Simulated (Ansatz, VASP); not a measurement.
## One calculation of ZrB2, two programs

```xyz
3
Lattice="3.1700 0.0000 0.0000 -1.5850 2.7453 0.0000 0.0000 0.0000 3.5330" Properties=species:S:1:pos:R:3 pbc="T T T"
Zr    0.0000    0.0000    0.0000
B     0.0000    1.8302    1.7665
B     1.5850    0.9151    1.7665
```

Alike in both runs: task electric field gradients; functional r2SCAN; k mesh 17 × 17 × 13; occupations fermi-dirac, width 0.05 eV; no spin polarisation.

|  | VASP | Ansatz |
| --- | --- | --- |
| version | VASP 6.6.1 | Ansatz 0.2.0 |
| potentials or method | VASP PAW PBE potentials, release 64 (Zr_sv, B) | plane-wave PAW, scalar-relativistic |
| plane-wave cutoff (eV) | 520 | 500 |
| valence electrons in the cell | 18 | 18 |

Ansatz gave:

```
pressure (GPa)                                                : 0.8
traceless stress, the component that is largest in VASP (GPa) : 1.27
size of Vzz on the site where it differs most (V/Å²)          : 41.5
```

Question: What did VASP give for the same quantities?

Answer: Pressure (GPa): 0.8; traceless stress, the component that is largest in VASP (GPa): 1.27; size of Vzz on the site where it differs most (V/Å²): 38.4.

VASP's potentials were made for PBE, not for r2SCAN. The functional is the same, so the differences come from potentials, cutoffs and numerics.
